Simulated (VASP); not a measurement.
LaZn, 2 atoms in the cell. The structure is tetragonal, space group P4/mmm (No. 123). The conventional cell has a = 3.750 Å, b = 3.750 Å, c = 3.788 Å, α = 90.00°, β = 90.00°, γ = 90.00°. La (site symmetry 4/mmm) has 8 Zn at 3.26 Å and 6 La at 3.75 to 3.79 Å within 4.3 Å. Within 4.3 Å of Zn (site symmetry 4/mmm) lie 8 La at 3.26 Å and 6 Zn at 3.75 to 3.79 Å.  This cell differs from its parent crystal: zz strain of +1 %.

```yaml
Program: VASP 6.6.1
Task: electric field gradients
Functional: LDA
Potentials_or_basis: VASP PAW LDA potentials, release 64 (La, Zn)
Cutoff: 520 eV
k_mesh: 9 × 9 × 9
Occupations: fermi-dirac, width 0.05 eV
Spin: no spin polarisation
Dipole_correction: no
Further_INCAR_settings: ALGO = Normal; EDIFF = 1e-08; NBANDS = 18
```

Potentials or basis: VASP PAW LDA potentials, release 64 (La, Zn).

The run is started by

```sh
$ cat potpaw_LDA.64/La/POTCAR potpaw_LDA.64/Zn/POTCAR > POTCAR
$ mpirun -np 1 vasp_std > vasp.out
```

Hardware: 1 thread of Intel(R) Xeon(R) Platinum 8488C (Sapphire Rapids), with other jobs on the host.

Task: Estimate the wall time of this run.

Result: Run time: 58 s on 1 thread of Intel(R) Xeon(R) Platinum 8488C (Sapphire Rapids) (shared host), peak memory 0.21 GiB. Counts: scf iterations 14, k points 75.
